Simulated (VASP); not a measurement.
Set up this calculation in VASP 6.6.1, as the native input.

* Task: single point
* Functional: PBE
* Potentials or basis: VASP PAW PBE potentials, release 64 (Al, Co)
* Cutoff: 520 eV
* k mesh: 6 × 6 × 6
* Occupations: gaussian, width 0.1 eV
* Spin: no spin polarisation
* Dipole correction: no
* Further INCAR settings: ALGO = Fast; EDIFF = 1e-07; NBANDS = 32

The structure of Al4Co lies in POSCAR:

```
Al4Co
1.0
    5.5776680117      0.0000000000      0.0000000000
    0.0000000000      5.5776680117      0.0000000000
    0.0000000000      0.0000000000      5.1713018220
Al Co
8 2
Direct
    0.3104059262      0.8104059262      0.7459339430
    0.6895940738      0.1895940738      0.7459339430
    0.3104059262      0.1895940738      0.2540660570
    0.8104059262      0.3104059262      0.2540660570
    0.6895940738      0.8104059262      0.2540660570
    0.1895940738      0.6895940738      0.2540660570
    0.1895940738      0.3104059262      0.7459339430
    0.8104059262      0.6895940738      0.7459339430
    0.0000000000      0.0000000000      0.0000000000
    0.5000000000      0.5000000000      0.0000000000
```

One way to write it, as run:

INCAR

```
ALGO = Fast
EDIFF = 1E-7
ENCUT = 520
GGA = PE
ISIF = 2
ISMEAR = 0
LASPH = T
LCHARG = F
LREAL = F
LWAVE = F
NBANDS = 32
NELM = 80
PREC = Accurate
SIGMA = 0.1
```

KPOINTS

```
k-points
0
Gamma
  6 6 6
```

Potentials or basis: VASP PAW PBE potentials, release 64 (Al, Co).

Command:

```sh
$ cat potpaw_PBE.64/Al/POTCAR potpaw_PBE.64/Co/POTCAR > POTCAR
$ mpirun -np 1 vasp_std > vasp.out
```

It gave:

```
Pressure               : -0.1 GPa
Largest force          : 0.004 eV/Å
Band gap on the k mesh : zero (bands 21 and 22 overlap by 2.98 eV)
```

Caveat: the run has no spin polarisation, though such a crystal can be magnetic.

It took 3 min on 1 thread of AMD EPYC 7R13 Processor (Zen 3), with other jobs on the host, peak memory 0.31 GiB.
